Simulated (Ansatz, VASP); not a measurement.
Ag in VASP and in Ansatz

The input INCAR:

```
SYSTEM = Ag
  PREC = Accurate
  ENCUT = 520
  EDIFF = 1E-6
  ISMEAR = 0
  SIGMA = 0.15
  LREAL = .False.
  LASPH = .True.
  NELM = 100
  ALGO = Normal
  ISIF = 2
  LWAVE = .False.
  LCHARG = .True.
  GGA = PS
  LELF = .True.
  LVHAR = .True.
  NBANDS = 12
```

Contents of KPOINTS:

```
Automatic mesh
0
Gamma
  20 20 20
  0 0 0
```

File POSCAR:

```
Ag
1.0
   -1.5894278400      1.5894278400      1.7218801600
    1.5894278400     -1.5894278400      1.7218801600
    1.5894278400      1.5894278400     -1.7218801600
Ag
1
Direct
    0.0000000000      0.0000000000      0.0000000000
```

Input for Ansatz:

```yaml
crystal:
  lattice:
    - [-1.58942784, 1.58942784, 1.72188016]
    - [1.58942784, -1.58942784, 1.72188016]
    - [1.58942784, 1.58942784, -1.72188016]
  atoms:
    - { symbol: Ag, position: [0.0, 0.0, 0.0] }
basis:
  ecutwfc: 420
kpoints:
  mp_grid: { grid: [20, 20, 20] }
hamiltonian:
  xc: pbesol
scf:
  occupations: { method: gaussian, width: 0.15 }
output:
  forces: true
  stress: true
  eigenvalues: true
```

Change from the starting cell: strain -0.040 along x and y, +0.040 along z, atoms carried along.

Alike in both runs: task single point; functional PBEsol; k mesh 20 × 20 × 20; occupations gaussian, width 0.15 eV; no spin polarisation.

|  | VASP | Ansatz |
| --- | --- | --- |
| version | VASP 6.6.1 | Ansatz 0.2.0 |
| potentials or method | VASP PAW PBE potentials, release 64 (Ag), cutoff 520 eV | scalar-relativistic, plane waves, PAW |
| valence electrons in the cell | 11 | 19 |

VASP gave:

- gap on the k mesh at the Fermi level (eV): none
- pressure (GPa): -4.0
- traceless stress, the component that is largest in VASP (GPa): 0.95

**Question.** What did Ansatz give for the same quantities?

**Answer.** gap on the k mesh at the Fermi level (eV): none; pressure (GPa): -3.9; traceless stress, the component that is largest in VASP (GPa): 0.96.

VASP's potentials were made for PBE, not for PBEsol. A gap of «none» marks a metal or a gap that the smearing closes. With one functional, cell and mesh, what is left measures potentials, basis and numerics. VASP's potentials hold 11 valence electrons a cell and Ansatz's 19, so a difference there can come from the potentials and not from the codes.
